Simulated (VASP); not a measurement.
Write the native input for VASP 6.6.1 that does the following.

* Task: single point
* Functional: PBE
* Potentials or basis: VASP PAW PBE potentials, release 64 (Mg, S)
* Cutoff: 520 eV
* k mesh: 6 × 6 × 2
* Occupations: gaussian, width 0.02 eV
* Spin: no spin polarisation
* Dipole correction: no
* Further INCAR settings: ALGO = Normal; EDIFF = 1e-07; NBANDS = 26

The structure of MgS lies in POSCAR:

```
MgS
1.0
    4.0805278270      0.0000000000      0.0000000000
   -2.0402639135      3.5338407591      0.0000000000
    0.0000000000      0.0000000000     13.2095415952
Mg S
4 4
Direct
    0.0000000000      0.0000000000      0.0948572732
    0.0000000000      0.0000000000      0.5948572732
    0.3333333333      0.6666666667      0.3439525086
    0.6666666667      0.3333333333      0.8439525086
    0.0000000000      0.0000000000      0.4057262008
    0.0000000000      0.0000000000      0.9057262008
    0.3333333333      0.6666666667      0.1554640174
    0.6666666667      0.3333333333      0.6554640174
```

This cell differs from its parent crystal: volume scaled by 1.03, then relaxed in part.

The input as run:

INCAR

```
SYSTEM = MgS
PREC = Accurate
ENCUT = 520
EDIFF = 1E-7
ISMEAR = 0
SIGMA = 0.02
LREAL = .FALSE.
LASPH = .TRUE.
NELM = 60
ALGO = Normal
ISIF = 2
LWAVE = .FALSE.
LCHARG = .TRUE.
GGA = PE
LELF = .TRUE.
LVHAR = .TRUE.
NBANDS = 26
```

KPOINTS

```
Automatic mesh
0
G
  6 6 2
  0 0 0
```

Potentials or basis: VASP PAW PBE potentials, release 64 (Mg, S).

The run is started by

```bash
$ cat potpaw_PBE.64/Mg/POTCAR potpaw_PBE.64/S/POTCAR > POTCAR
$ mpirun -np 1 vasp_std > vasp.out
```

It gave:

```yaml
Pressure: -1.7 GPa
Largest_force: 0.004 eV/Å
Band_gap_on_the_k_mesh: 3.22 eV, direct
```

Run time: 77 s on 1 thread of Intel(R) Xeon(R) Platinum 8488C (Sapphire Rapids) (shared host), peak memory 0.3 GiB.
